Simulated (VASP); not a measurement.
A run of VASP 6.6.1 is set up as follows.

INCAR

```
PREC     = Accurate       # precision mode
ENCUT    = 520            # plane-wave cutoff, eV
EDIFF    = 1E-6           # SCF threshold, eV
ISMEAR   = 0              # smearing method
SIGMA    = 0.05           # smearing width, eV
LREAL    = F              # projectors in reciprocal space
LASPH    = T              # aspherical terms in the spheres
NELM     = 150            # most SCF steps
ALGO     = Normal         # electronic algorithm
ISIF     = 2              # what is computed and relaxed
LWAVE    = F              # write WAVECAR
LCHARG   = T              # write CHGCAR
ISPIN    = 2              # spin polarisation
MAGMOM   = 3.8 0          # initial moments
LORBIT   = 11             # projections on sites
LMAXMIX  = 4              # l up to which the mixer works
GGA      = PE             # functional
LELF     = T              # ELF
LVHAR    = T            
NBANDS   = 18             # bands
```

Contents of KPOINTS:

```
Automatic mesh
0
Gamma
  14 14 14
```

POSCAR

```
FeO
1.0
    0.0000000000      2.1826099085      2.1826099085
    2.1826099085      0.0000000000      2.1826099085
    2.1826099085      2.1826099085      0.0000000000
Fe O
1 1
Direct
    0.0000000000      0.0000000000      0.0000000000
    0.5000000000      0.5000000000      0.5000000000
```

Potentials or basis: VASP PAW PBE potentials, release 64 (Fe, O).

Command:

```sh
$ cat potpaw_PBE.64/Fe/POTCAR potpaw_PBE.64/O/POTCAR > POTCAR
$ mpirun -np 1 vasp_std > vasp.out
```

Problem. Predict the pressure.

Solution. -6.7 GPa.

Problem. What does it give for the site moments?

Solution. Fe +3.62; O +0.29 μB.

Problem. What does it give for the band gap on the k mesh?

Solution. Zero (filled and empty bands overlap).

Problem. What does it give for the net moment?

Solution. 4.00 μB per cell.

Caveat: a cell with one magnetic atom can't hold antiferromagnetic order, which such compounds often take; semilocal functionals often make such compounds metallic where correlation or magnetic order opens a gap, which also shifts bond lengths.
